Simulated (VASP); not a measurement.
# Ge (Pm-3m) in VASP: further runs

Ge is run at these levels: PBE; tasks: relaxation of cell and atoms.

Everything below comes from runs of VASP 6.6.1. Logs are shortened: lines on timing, memory, paths and dates and some standing lists are left out, and cuts for length are marked.

### Step 1. The cell of the first run

The structure is cubic, space group Pm-3m (No. 221). The conventional cell has a = 2.420 Å, b = 2.420 Å, c = 2.420 Å, α = 90.00°, β = 90.00°, γ = 90.00°. Within 3.2 Å of Ge (site symmetry m-3m) lie 6 Ge at 2.42 Å.

### Step 2. Relaxation of cell and atoms, PBE, target pressure 48 GPa, at which the enthalpy is minimised

The input, INCAR:

```
  PREC = Accurate
  ENCUT = 600
  EDIFF = 1E-6
  ISMEAR = -1
  SIGMA = 0.08
  LREAL = False
  LASPH = True
  NELM = 60
  ALGO = Normal
  ISIF = 3
  LWAVE = False
  LCHARG = False
  GGA = PE
  IBRION = 2
  NSW = 60
  EDIFFG = -0.005
  PSTRESS = 480.0
```

The input, KPOINTS:

```
Automatic mesh
0
Gamma
  16 16 16
```

The input, POSCAR:

```
Ge
1.0
    2.4204249824      0.0000000000      0.0000000000
    0.0000000000      2.4204249824      0.0000000000
    0.0000000000      0.0000000000      2.4204249824
Ge
1
Direct
    0.0000000000      0.0000000000      0.0000000000
```

Potentials or basis: VASP PAW PBE potentials, release 64 (Ge_d).

Command:

```console
$ cat potpaw_PBE.64/Ge_d/POTCAR > POTCAR
$ mpirun -np 1 vasp_std > vasp.out
```

OUTCAR:

```text
PREC = Accurate
   ENCUT = 600
   EDIFF = 1E-6
   ISMEAR = -1
   LREAL = False
   LASPH = True
   NELM = 60
   ISIF = 3
   GGA = PE
   IBRION = 2
   NSW = 60
   EDIFFG = -0.005
   PSTRESS = 480.0

 ion  position               nearest neighbor table
   1  0.000  0.000  0.000-

  LATTYP: Found a simple cubic cell.
 ALAT       =     2.4204249824

  Lattice vectors:

 A1 = (   2.4204249824,   0.0000000000,   0.0000000000)
 A2 = (   0.0000000000,   2.4204249824,   0.0000000000)
 A3 = (   0.0000000000,   0.0000000000,   2.4204249824)

Analysis of symmetry for initial positions (statically):
=====================================================================
 Subroutine PRICEL returns:
 Original cell was already a primitive cell.

 Routine SETGRP: Setting up the symmetry group for a
 simple cubic supercell.

 Subroutine GETGRP returns: Found 48 space group operations
 (whereof 48 operations were pure point group operations)
 out of a pool of 48 trial point group operations.

The static configuration has the point symmetry O_h .

Analysis of symmetry for dynamics (positions and initial velocities):
=====================================================================
 Subroutine PRICEL returns:
 Original cell was already a primitive cell.

 Routine SETGRP: Setting up the symmetry group for a
 simple cubic supercell.

 Subroutine GETGRP returns: Found 48 space group operations
 (whereof 48 operations were pure point group operations)
 out of a pool of 48 trial point group operations.

The dynamic configuration has the point symmetry O_h .

 Subroutine INISYM returns: Found 48 space group operations
 (whereof 48 operations are pure point group operations),
 and found     1 'primitive' translations

----------------------------------------------------------------------------------------

                                     Primitive cell

  volume of cell :      14.1800

  direct lattice vectors                    reciprocal lattice vectors
     2.420424982  0.000000000  0.000000000     0.413150586  0.000000000  0.000000000
     0.000000000  2.420424982  0.000000000     0.000000000  0.413150586  0.000000000
     0.000000000  0.000000000  2.420424982     0.000000000  0.000000000  0.413150586

  length of vectors
     2.420424982  2.420424982  2.420424982     0.413150586  0.413150586  0.413150586

  position of ions in fractional coordinates (direct lattice)
     0.000000000  0.000000000  0.000000000

  ion indices of the primitive-cell ions
   primitive index   ion index
                 1           1
[... 58 lines left out ...]
   dimension x,y,z NGXF=    40 NGYF=   40 NGZF=   40
   ions per type =               1
   NGX,Y,Z   is equivalent  to a cutoff of  13.74, 13.74, 13.74 a.u.
   NGXF,Y,Z  is equivalent  to a cutoff of  27.47, 27.47, 27.47 a.u.
 SYSTEM =  unknown system
   PREC   = accura    normal or accurate (medium, high low for compatibility)
   ISTART =      0    job   : 0-new  1-cont  2-samecut
   ICHARG =      2    charge: 1-file 2-atom 10-const
   ISPIN  =      1    spin polarized calculation?
   LNONCOLLINEAR =      F non collinear calculations
   LSORBIT =      F    spin-orbit coupling
   LASPH  =      T    aspherical Exc in radial PAW
   ENCUT  =  600.0 eV  44.10 Ry    6.64 a.u.   4.83  4.83  4.83*2*pi/ulx,y,z
   NELM   =     60;   NELMIN=  2; NELMDL= -5     # of ELM steps
   EDIFF  = 0.1E-05   stopping-criterion for ELM
   LREAL  =      F    real-space projection
   EDIFFG = -.5E-02   stopping-criterion for IOM
   NSW    =     60    number of steps for IOM
   IBRION =      2    ionic relax: 0-MD 1-quasi-New 2-CG
   NFREE  =      1    steps in history (QN), initial steepest desc. (CG)
   ISIF   =      3    stress and relaxation
   ISYM   =      2    0-nonsym 1-usesym 2-fastsym
   POTIM  = 0.5000    time-step for ionic-motion
   TEBEG  =    0.0;   TEEND  =   0.0 temperature during run
   PSTRESS=  480.0 pullay stress
   NELECT =      14.0000    total number of electrons
   NUPDOWN=      -1.0000    fix difference up-down
   EMIN   =  10.00;   EMAX   =-10.00  energy-range for DOS
   EFERMI =   0.00;   METHOD = LEGACY
   ISMEAR =    -1;   SIGMA  =   0.08  broadening in eV -4-tet -1-fermi 0-gaus
   EFERMI_NEDOS =   21; number of points for ismear=-14 and -15
   IALGO  =     38    algorithm
   IMIX   =      4    mixing-type and parameters
     AMIX     =   0.40;   BMIX     =  1.00
     AMIX_MAG =   1.60;   BMIX_MAG =  1.00
  volume/ion in A,a.u.               =      14.18        95.69
  Fermi-wavevector in a.u.,A,eV,Ry     =   1.630144  3.080525 36.155692  2.657368
  Thomas-Fermi vector in A             =   2.722493
   LORBIT       =      0    0 simple, 1 ext, 2 COOP (PROOUT), +10 PAW based schemes
   GGA     = PE    functional components
   LHFCALC =     F    Hartree Fock is set to
   AEXX    =    0.0000 exact exchange contribution
   IVDW    =     0    specifies the selected vdW correction
   LEPSILON=     F    determine dielectric tensor
   LRPA    =     F    only Hartree local field effects (RPA)
 conjugate gradient relaxation of ions
 non-spin polarized calculation
  energy-cutoff  :      600.00
  volume of cell :       14.18
 maximum number of plane-waves:       488
 NGX is ok and might be reduce to    20
   NGX =  9   NGY =  9   NGZ =  9

--------------------------------------- Ionic step        1  -------------------------------------------

 number of electron      14.0000018 magnetization

 Free energy of the ion-electron system (eV)
  ---------------------------------------------------
  ext. energy  EPLUGINS =         0.00000000
  ---------------------------------------------------
  free energy    TOTEN  =        -3.60412328 eV

  energy without entropy =       -3.59583828  energy(sigma->0) =       -3.59998078

 E-fermi :  10.0627     XC(G=0): -12.6919

 val. band max:       10.0430033408   @ k =   0.2500   0.1875   0.0625
 cond. band min:      10.0928348066   @ k =   0.5000   0.3750   0.1250
 fundamental gap:      0.0498314658
 Fermi energy:        10.0626532205

 k-point     1 :       0.0000    0.0000    0.0000
  band No.  band energies     occupation
      1     -15.1781      2.00000
      2     -15.1781      2.00000
      3     -14.5580      2.00000
      4     -14.5580      2.00000
      5     -14.5580      2.00000
      6      -5.8762      2.00000
      7      18.6257      0.00000
      8      18.6257      0.00000
      9      18.6257      0.00000
     10      21.5448      0.00000
     11      21.5448      0.00000
[... 395 lines left out ...]
--------------------------------------- Ionic step        3  -------------------------------------------

 number of electron      14.0000020 magnetization

 Free energy of the ion-electron system (eV)
  ---------------------------------------------------
  ext. energy  EPLUGINS =         0.00000000
  ---------------------------------------------------
  free energy    TOTEN  =        -3.65834950 eV

  energy without entropy =       -3.64996675  energy(sigma->0) =       -3.65415813

 E-fermi :   9.8864     XC(G=0): -12.6232

 val. band max:        9.8814403052   @ k =   0.2500   0.2500   0.0625
 cond. band min:       9.8973573115   @ k =   0.5000   0.3750   0.1250
 fundamental gap:      0.0159170063
 Fermi energy:         9.8864372375

 k-point     1 :       0.0000    0.0000    0.0000
  band No.  band energies     occupation
      1     -15.3186      2.00000
      2     -15.3186      2.00000
      3     -14.7181      2.00000
      4     -14.7181      2.00000
      5     -14.7181      2.00000
      6      -5.9154      2.00000
      7      18.3758      0.00000
      8      18.3758      0.00000
      9      18.3758      0.00000
     10      21.3103      0.00000
     11      21.3103      0.00000
[... 354 lines left out ...]
  energy  without entropy=       -3.6499667480  energy(sigma->0) =       -3.65415813

  enthalpy is  TOTEN    =         0.6423090820 eV   P V=        4.3006585860

 reached required accuracy - stopping structural energy minimisation
```

CONTCAR:

```text
Ge
   1.00000000000000
     2.4303459828617613    0.0000000000000000   -0.0000000000000000
     0.0000000000000000    2.4303459828617613   -0.0000000000000000
    -0.0000000000000000   -0.0000000000000000    2.4303459828617613
  Ge
     1
Direct
     0.0000000000000000    0.0000000000000000    0.0000000000000000

  0.00000000E+00  0.00000000E+00  0.00000000E+00
```

It took 50 s on 1 thread of Intel Xeon Platinum 8175M at 2.50GHz (Skylake/Cascade Lake), shared host; peak memory 0.15 GiB.

Results:

```
Free energy                                            : -3.6583 eV
Relaxed volume                                         : 14.36 Å³/atom
Relaxed cell                                           : a = 2.430 Å, b = 2.430 Å, c = 2.430 Å, α = 90.00°, β = 90.00°, γ = 90.00°
Space group after relaxing (to 0.05 Å)                 : Pm-3m (No. 221)
Energy change on relaxing (the enthalpy is what falls) : -54.2 meV/atom
Ionic steps                                            : 3
Pressure after relaxing                                : 47.9 GPa
Band gap on the k mesh                                 : zero (band 7 reaches 18.38 eV, above the bottom of band 8 at 6.18 eV)
```

The path:
```tsv
step	energy change (eV)	largest force (eV/Å)	pressure (GPa)	volume (Å³)
1	0.0000	0.0000	51.23	14.18
2	-0.1708	0.0000	41.20	14.78
3	-0.0542	0.0000	47.95	14.36
```

Final structure:
```
Ge
1.0
     2.43035    0.00000    0.00000
     0.00000    2.43035    0.00000
     0.00000    0.00000    2.43035
Ge
1
Cartesian
  0.0000 0.0000 0.0000
```

Caveat: the cell is relaxed towards a set pressure, so the enthalpy falls and the energy may rise.

### Step 3. Relaxation of cell and atoms, PBE, target pressure 48 GPa, at which the enthalpy is minimised

This run uses another cell than the first one, of 14.35 Å³/atom, 1.012 times its volume.

The input, INCAR:

```
PREC = Accurate ; ENCUT = 600
EDIFF = 1E-6 ; ISMEAR = -1
SIGMA = 0.08 ; LREAL = False
LASPH = True ; NELM = 100
ALGO = Normal ; ISIF = 3
LWAVE = False ; LCHARG = False
GGA = PE ; IBRION = 2
NSW = 32 ; EDIFFG = -0.005
PSTRESS = 480.0
```

KPOINTS is that of step 2.

The input, POSCAR:

```
Ge
1.0
    2.4299686535      0.0000000000      0.0000000000
    0.0000000000      2.4299686535      0.0000000000
    0.0000000000      0.0000000000      2.4299686535
Ge
1
Direct
    0.0000000000      0.0000000000      0.0000000000
```

Potentials or basis: VASP PAW PBE potentials, release 64 (Ge_d).

Command:

```console
$ cat potpaw_PBE.64/Ge_d/POTCAR > POTCAR
$ mpirun -np 1 vasp_std > vasp.out
```

Wall time 40 s (1 thread of Intel Xeon Platinum 8175M at 2.50GHz (Skylake/Cascade Lake), shared host); peak memory 0.15 GiB.

Results (log left out):

- Free energy: -3.6585 eV
- Relaxed volume: 14.36 Å³/atom
- Relaxed cell: a = 2.430 Å, b = 2.430 Å, c = 2.430 Å, α = 90.00°, β = 90.00°, γ = 90.00°
- Space group after relaxing (to 0.05 Å): Pm-3m (No. 221)
- Energy change on relaxing (the enthalpy is what falls): -2.2 meV/atom
- Ionic steps: 3
- Pressure after relaxing: 48.0 GPa
- Band gap on the k mesh: zero (band 7 reaches 18.38 eV, above the bottom of band 8 at 6.18 eV)

Step by step:
```
step  energy change (eV)  largest force (eV/Å)  pressure (GPa)  volume (Å³)
   1              0.0000                0.0000           48.16        14.35
   2             -0.0089                0.0000           47.68        14.38
   3             -0.0022                0.0000           47.97        14.36
```

Final structure:
```
CELL_PARAMETERS angstrom
2.43038 0.00000 0.00000
0.00000 2.43038 0.00000
0.00000 0.00000 2.43038
ATOMIC_POSITIONS crystal
Ge 0.00000 0.00000 0.00000
```

Levels at points of the mesh, in eV from the Fermi level:
```csv
k point,band 3,band 4,band 5,band 6,band 7,band 8,band 9,band 10,band 11
"(0.00, 0.00, 0.00)",-24.60,-24.60,-24.60,-15.80,8.49,8.49,8.49,11.42,11.42
"(0.50, 0.00, 0.00)",-24.77,-24.77,-24.59,-10.26,-7.97,12.93,12.93,15.80,17.77
"(0.50, 0.50, 0.00)",-24.74,-24.74,-24.44,-4.24,-3.71,-3.71,2.30,17.66,22.41
"(0.50, 0.50, 0.50)",-24.98,-24.43,-24.43,0.41,0.41,0.41,3.39,7.10,7.10
```

Caveat: the cell is relaxed towards a set pressure, so the enthalpy falls and the energy may rise.
